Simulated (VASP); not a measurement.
# B2P3 (P3m1) in VASP: relaxation of cell and atoms with PBE

Aim: the relaxation of cell and atoms of B2P3 with PBE.

Everything below comes from runs of VASP 6.6.1. Logs are shortened: lines on timing, memory, paths and dates and some standing lists are left out, and cuts for length are marked.

## (1) The cell of the first run

The structure is trigonal, space group P3m1 (No. 156). Conventional cell: a = 3.272 Å, b = 3.272 Å, c = 13.571 Å, α = 90.00°, β = 90.00°, γ = 120.00°. B (site symmetry 3m) has 4 P at 1.96 to 1.99 Å within 2.6 Å. Within 2.6 Å of B (site symmetry 3m) lie 4 P at 1.96 to 2.00 Å. Within 2.6 Å of B (site symmetry 3m) lie 4 P at 1.97 to 2.00 Å. Within 2.6 Å of B (site symmetry 3m) lie 4 P at 1.97 to 2.00 Å. Within 2.6 Å of P (site symmetry 3m) lie 1 B at 1.96 Å and 3 P at 2.21 Å. P (site symmetry 3m) has 4 B at 1.96 to 2.00 Å within 2.6 Å. Within 2.6 Å of P (site symmetry 3m) lie 4 B at 1.97 to 1.99 Å. P (site symmetry 3m) has 4 B at 1.97 to 2.00 Å within 2.6 Å.

## (2) Relaxation of cell and atoms, PBE

INCAR

```
ALGO = Normal
EDIFF = 1E-7
EDIFFG = -0.01
ENCUT = 600
GGA = PE
IBRION = 2
ISIF = 3
ISMEAR = 0
LASPH = True
LCHARG = False
LREAL = False
LWAVE = False
NELM = 80
NSW = 100
PREC = Accurate
SIGMA = 0.1
```

KPOINTS

```
k-points
0
Gamma
  12 12 4
```

POSCAR

```
B2P3
1.0
    3.2720401671      0.0000000000      0.0000000000
   -1.6360200835      2.8336699069      0.0000000000
    0.0000000000      0.0000000000     13.5709732453
B P
4 6
Direct
    0.3333333333      0.6666666667      0.1846779449
    0.3333333333      0.6666666667      0.7616015421
    0.6666666667      0.3333333333      0.3767202605
    0.0000000000      0.0000000000      0.5693591595
    0.3333333333      0.6666666667      0.0404053765
    0.3333333333      0.6666666667      0.6170764812
    0.6666666667      0.3333333333      0.2318199888
    0.0000000000      0.0000000000      0.4244617153
    0.6666666667      0.3333333333      0.8106733878
    0.0000000000      0.0000000000      0.9552041433
```

Potentials or basis: VASP PAW PBE potentials, release 64 (B, P).

Started as:

```
cat potpaw_PBE.64/B/POTCAR potpaw_PBE.64/P/POTCAR > POTCAR
mpirun -np 1 vasp_std > vasp.out
```

OUTCAR:

```text
EDIFF = 1E-7
   EDIFFG = -0.01
   ENCUT = 600
   GGA = PE
   IBRION = 2
   ISIF = 3
   ISMEAR = 0
   LASPH = True
   LREAL = False
   NELM = 80
   NSW = 100
   PREC = Accurate

 ion  position               nearest neighbor table
   1  0.333  0.667  0.185-   5 1.96   7 1.99   7 1.99   7 1.99
   2  0.333  0.667  0.762-   6 1.96   9 2.00   9 2.00   9 2.00
   3  0.667  0.333  0.377-   7 1.97   8 2.00   8 2.00   8 2.00
   4  0.000  0.000  0.569-   8 1.97   6 2.00   6 2.00   6 2.00
   5  0.333  0.667  0.040-   1 1.96  10 2.21  10 2.21  10 2.21
   6  0.333  0.667  0.617-   2 1.96   4 2.00   4 2.00   4 2.00
   7  0.667  0.333  0.232-   3 1.97   1 1.99   1 1.99   1 1.99
   8  0.000  0.000  0.424-   4 1.97   3 2.00   3 2.00   3 2.00
   9  0.667  0.333  0.811-   2 2.00   2 2.00   2 2.00  10 2.72  10 2.72  10 2.72
  10  0.000  0.000  0.955-   5 2.21   5 2.21   5 2.21   9 2.72   9 2.72   9 2.72

  LATTYP: Found a hexagonal cell.
 ALAT       =     3.2720401671
 C/A-ratio  =     4.1475570446

  Lattice vectors:

 A1 = (   3.2720401671,   0.0000000000,   0.0000000000)
 A2 = (  -1.6360200835,   2.8336699069,   0.0000000000)
 A3 = (   0.0000000000,   0.0000000000,  13.5709732453)

Analysis of symmetry for initial positions (statically):
=====================================================================
 Subroutine PRICEL returns:
 Original cell was already a primitive cell.

 Routine SETGRP: Setting up the symmetry group for a
 hexagonal supercell.

 Subroutine GETGRP returns: Found  6 space group operations
 (whereof  6 operations were pure point group operations)
 out of a pool of 24 trial point group operations.

The static configuration has the point symmetry C_3v.

Analysis of symmetry for dynamics (positions and initial velocities):
=====================================================================
 Subroutine PRICEL returns:
 Original cell was already a primitive cell.

 Routine SETGRP: Setting up the symmetry group for a
 hexagonal supercell.

 Subroutine GETGRP returns: Found  6 space group operations
 (whereof  6 operations were pure point group operations)
 out of a pool of 24 trial point group operations.

The dynamic configuration has the point symmetry C_3v.

 Subroutine INISYM returns: Found  6 space group operations
 (whereof  6 operations are pure point group operations),
 and found     1 'primitive' translations

----------------------------------------------------------------------------------------

                                     Primitive cell

  volume of cell :     125.8285

  direct lattice vectors                    reciprocal lattice vectors
     3.272040167  0.000000000  0.000000000     0.305619720  0.176449628  0.000000000
    -1.636020084  2.833669907  0.000000000     0.000000000  0.352899255  0.000000000
     0.000000000  0.000000000 13.570973245     0.000000000  0.000000000  0.073686683

  length of vectors
     3.272040167  3.272040167 13.570973245     0.352899255  0.352899255  0.073686683

  position of ions in fractional coordinates (direct lattice)
     0.333333333  0.666666667  0.184677945
     0.333333333  0.666666667  0.761601542
     0.666666667  0.333333333  0.376720261
     0.000000000  0.000000000  0.569359160
     0.333333333  0.666666667  0.040405376
     0.333333333  0.666666667  0.617076481
     0.666666667  0.333333333  0.231819989
     0.000000000  0.000000000  0.424461715
     0.666666667  0.333333333  0.810673388
     0.000000000  0.000000000  0.955204143

  ion indices of the primitive-cell ions
   primitive index   ion index
                 1           1
                 2           2
                 3           3
                 4           4
                 5           5
                 6           6
                 7           7
                 8           8
                 9           9
                10          10

----------------------------------------------------------------------------------------

 KPOINTS: k-points

Automatic generation of k-mesh.
 Grid dimensions read from file:
 generate k-points for:   12   12    4

 Generating k-lattice:

  Cartesian coordinates                     Fractional coordinates (reciprocal lattice)
     0.025468310  0.014704136  0.000000000     0.083333333 -0.000000000  0.000000000
     0.000000000  0.029408271  0.000000000     0.000000000  0.083333333  0.000000000
     0.000000000  0.000000000  0.018421671     0.000000000  0.000000000  0.250000000

  Length of vectors
     0.029408271  0.029408271  0.018421671

  Shift w.r.t. Gamma in fractional coordinates (k-lattice)
     0.000000000  0.000000000  0.000000000

 Subroutine IBZKPT returns following result:
 ===========================================

 Found     69 irreducible k-points:

 Following reciprocal coordinates:
            Coordinates               Weight
  0.000000  0.000000  0.000000      1.000000
  0.083333 -0.000000  0.000000      6.000000
  0.166667 -0.000000  0.000000      6.000000
  0.250000  0.000000  0.000000      6.000000
  0.333333  0.000000  0.000000      6.000000
  0.416667  0.000000  0.000000      6.000000
[... 16 lines left out ...]
  0.166667 -0.000000  0.250000      6.000000
  0.000000  0.166667  0.250000      6.000000
 [... further k-points ...]
   k-points           NKPTS =     69   k-points in BZ     NKDIM =     69   number of bands    NBANDS=     27
   number of dos      NEDOS =    301   number of ions     NIONS =     10
   total plane-waves  NPLWV =  84672
   dimension x,y,z NGX =    28 NGY =   28 NGZ =  108
   dimension x,y,z NGXF=    56 NGYF=   56 NGZF=  216
   ions per type =               4   6
   NGX,Y,Z   is equivalent  to a cutoff of  14.23, 14.23, 13.23 a.u.
   NGXF,Y,Z  is equivalent  to a cutoff of  28.45, 28.45, 26.46 a.u.
 SYSTEM =  unknown system
   PREC   = accura    normal or accurate (medium, high low for compatibility)
   ISTART =      0    job   : 0-new  1-cont  2-samecut
   ICHARG =      2    charge: 1-file 2-atom 10-const
   ISPIN  =      1    spin polarized calculation?
   LNONCOLLINEAR =      F non collinear calculations
   LSORBIT =      F    spin-orbit coupling
   LASPH  =      T    aspherical Exc in radial PAW
   ENCUT  =  600.0 eV  44.10 Ry    6.64 a.u.   6.54  6.54 27.10*2*pi/ulx,y,z
   NELM   =     80;   NELMIN=  2; NELMDL= -5     # of ELM steps
   EDIFF  = 0.1E-06   stopping-criterion for ELM
   LREAL  =      F    real-space projection
   EDIFFG = -.1E-01   stopping-criterion for IOM
   NSW    =    100    number of steps for IOM
   IBRION =      2    ionic relax: 0-MD 1-quasi-New 2-CG
   NFREE  =      1    steps in history (QN), initial steepest desc. (CG)
   ISIF   =      3    stress and relaxation
   ISYM   =      2    0-nonsym 1-usesym 2-fastsym
   POTIM  = 0.5000    time-step for ionic-motion
   TEBEG  =    0.0;   TEEND  =   0.0 temperature during run
   PSTRESS=    0.0 pullay stress
   NELECT =      42.0000    total number of electrons
   NUPDOWN=      -1.0000    fix difference up-down
   EMIN   =  10.00;   EMAX   =-10.00  energy-range for DOS
   EFERMI =   0.00;   METHOD = LEGACY
   ISMEAR =     0;   SIGMA  =   0.10  broadening in eV -4-tet -1-fermi 0-gaus
   EFERMI_NEDOS =   21; number of points for ismear=-14 and -15
   IALGO  =     38    algorithm
   IMIX   =      4    mixing-type and parameters
     AMIX     =   0.40;   BMIX     =  1.00
     AMIX_MAG =   1.60;   BMIX_MAG =  1.00
  volume/ion in A,a.u.               =      12.58        84.91
  Fermi-wavevector in a.u.,A,eV,Ry     =   1.135616  2.146004 17.546406  1.289624
  Thomas-Fermi vector in A             =   2.272321
   LORBIT       =      0    0 simple, 1 ext, 2 COOP (PROOUT), +10 PAW based schemes
   GGA     = PE    functional components
   LHFCALC =     F    Hartree Fock is set to
   AEXX    =    0.0000 exact exchange contribution
   IVDW    =     0    specifies the selected vdW correction
   LEPSILON=     F    determine dielectric tensor
   LRPA    =     F    only Hartree local field effects (RPA)
 conjugate gradient relaxation of ions
 non-spin polarized calculation
 Gauss-broadening in eV      SIGMA  =   0.10
  energy-cutoff  :      600.00
  volume of cell :      125.83
 maximum number of plane-waves:      4266
 NGX is ok and might be reduce to    28
   NGX = 13   NGY = 13   NGZ = 55

--------------------------------------- Ionic step        1  -------------------------------------------

 number of electron      42.0000000 magnetization

 Free energy of the ion-electron system (eV)
  ---------------------------------------------------
  ext. energy  EPLUGINS =         0.00000000
  ---------------------------------------------------
  free energy    TOTEN  =       -61.30803565 eV

  energy without entropy =      -61.30430648  energy(sigma->0) =      -61.30617106

------------------------ aborting loop because EDIFF is reached ----------------------------------------

  FORCE on cell =-STRESS in cart. coord.  units (eV):
  Direction    XX          YY          ZZ          XY          YZ          ZX
  --------------------------------------------------------------------------------------
  -------------------------------------------------------------------------------------
  Total       -1.0080468     -1.0080468      0.8333396     -0.0000000      0.0000000      0.0000000
  in kB      -12.8354889    -12.8354889     10.6109368     -0.0000000      0.0000000      0.0000000
  external PRESSURE =      -5.0200137 kB  Pullay stress =       0.0000000 kB
[... 113 lines left out ...]
  FREE ENERGIE OF THE ION-ELECTRON SYSTEM (eV)
  ---------------------------------------------------
  free  energy   TOTEN  =       -61.3132552301 eV

  energy  without entropy=      -61.3101336225  energy(sigma->0) =      -61.31169443

[... ionic steps 4 to 10 ...]

--------------------------------------- Ionic step       11  -------------------------------------------

 number of electron      42.0000000 magnetization

------------------------ aborting loop because EDIFF is reached ----------------------------------------
[... 83 lines left out ...]
--------------------------------------- Ionic step       13  -------------------------------------------

 number of electron      42.0000000 magnetization

 Free energy of the ion-electron system (eV)
  ---------------------------------------------------
  ext. energy  EPLUGINS =         0.00000000
  ---------------------------------------------------
  free energy    TOTEN  =       -61.31589607 eV

  energy without entropy =      -61.31290792  energy(sigma->0) =      -61.31440199

 E-fermi :   8.6073     XC(G=0): -10.8849

 val. band max:        8.6029549251   @ k =   0.0000   0.4167   0.2500
 cond. band min:       8.7111985753   @ k =   0.3333   0.0000   0.0000
 fundamental gap:      0.1082436502
 Fermi energy:         8.6072582754

 k-point     1 :       0.0000    0.0000    0.0000
  band No.  band energies     occupation
      1      -8.5802      2.00000
      2      -7.3606      2.00000
      3      -6.8415      2.00000
      4      -5.5742      2.00000
      5      -4.9232      2.00000
      6      -1.5365      2.00000
[... 709 lines left out ...]
     26      11.1582      0.00000
     27      11.7891      0.00000

 [... further k-points ...]
[... 5 lines left out ...]
  --------------------------------------------------------------------------------------
  -------------------------------------------------------------------------------------
  Total       -0.0107065     -0.0107065     -0.0101225     -0.0000000      0.0000000      0.0000000
  in kB       -0.1365342     -0.1365342     -0.1290861     -0.0000000      0.0000000      0.0000000
  external PRESSURE =      -0.1340515 kB  Pullay stress =       0.0000000 kB
[... 25 lines left out ...]
  FREE ENERGIE OF THE ION-ELECTRON SYSTEM (eV)
  ---------------------------------------------------
  free  energy   TOTEN  =       -61.3158960687 eV

  energy  without entropy=      -61.3129079164  energy(sigma->0) =      -61.31440199

 reached required accuracy - stopping structural energy minimisation
```

Wall time 43 min (1 thread of Intel Xeon Platinum 8259CL at 2.50GHz (Skylake/Cascade Lake), shared host); peak memory 0.43 GiB.

What came out:

- Free energy: -61.3159 eV
- Relaxed volume: 12.56 Å³/atom
- Relaxed cell: a = 3.259 Å, b = 3.259 Å, c = 13.660 Å, α = 90.00°, β = 90.00°, γ = 120.00°
- Space group after relaxing (to 0.1 Å): P3m1 (No. 156)
- Energy gained by relaxing: 0.8 meV/atom
- Ionic steps: 13
- Pressure after relaxing: 0.0 GPa
- Largest force after relaxing: 0.009 eV/Å
- Band gap on the k mesh: zero (bands 21 and 22 overlap by 1.55 eV)

Forces on the atoms (eV/Å):
```
B    0.000  0.000  0.002
B    0.000  0.000  0.002
B    0.000  0.000 -0.009
B    0.000  0.000  0.000
P    0.000  0.000  0.004
P    0.000  0.000  0.002
P    0.000  0.000  0.000
P    0.000  0.000 -0.005
P    0.000  0.000 -0.001
P    0.000  0.000  0.005
```

The path:
| step | energy change (eV) | largest force (eV/Å) | pressure (GPa) | volume (Å³) |
| --- | --- | --- | --- | --- |
| 1 | 0.0000 | 0.0562 | -0.50 | 125.83 |
| 2 | -0.0046 | 0.1255 | 0.39 | 125.11 |
| 3 | -0.0052 | 0.1006 | 0.15 | 125.29 |
| 4 | -0.0062 | 0.0558 | 0.04 | 125.39 |
| 5 | -0.0062 | 0.0564 | 0.04 | 125.39 |
| 6 | -0.0067 | 0.0492 | -0.01 | 125.47 |
| 7 | -0.0073 | 0.0672 | -0.16 | 125.70 |
| 8 | -0.0076 | 0.0445 | -0.08 | 125.65 |
| 9 | -0.0078 | 0.0193 | 0.03 | 125.58 |
| 10 | -0.0078 | 0.0172 | 0.05 | 125.57 |
| 11 | -0.0078 | 0.0120 | 0.02 | 125.60 |
| 12 | -0.0078 | 0.0161 | -0.03 | 125.65 |
| 13 | -0.0079 | 0.0089 | -0.01 | 125.64 |

Final structure:
```
CELL_PARAMETERS angstrom
3.25891 0.00000 0.00000
-1.62945 2.82229 0.00000
0.00000 0.00000 13.65975
ATOMIC_POSITIONS crystal
B 0.33333 0.66667 0.18563
B 0.33333 0.66667 0.76025
B 0.66667 0.33333 0.37713
B 0.00000 0.00000 0.56879
P 0.33333 0.66667 0.04174
P 0.33333 0.66667 0.61629
P 0.66667 0.33333 0.23268
P 0.00000 0.00000 0.42467
P 0.66667 0.33333 0.80899
P 0.00000 0.00000 0.95583
```

Levels at points of the mesh, in eV from the Fermi level:
```
           k point  band 18  band 19  band 20  band 21  band 22  band 23  band 24  band 25
(0.00, 0.00, 0.00)    -1.58    -1.16    -1.16     0.93     1.22     1.22     1.58     2.25
(0.50, 0.00, 0.00)    -3.48    -3.44    -2.94    -2.20    -0.16     0.42     1.11     1.22
(0.00, 0.00, 0.50)    -1.78    -1.13    -1.13     1.15     1.15     1.32     1.70     2.26
(0.50, 0.00, 0.50)    -4.15    -3.78    -2.80    -1.87    -0.40     0.44     0.71     1.28
```

The gap in the log of VASP goes by the Fermi energy; the results here count the filled bands.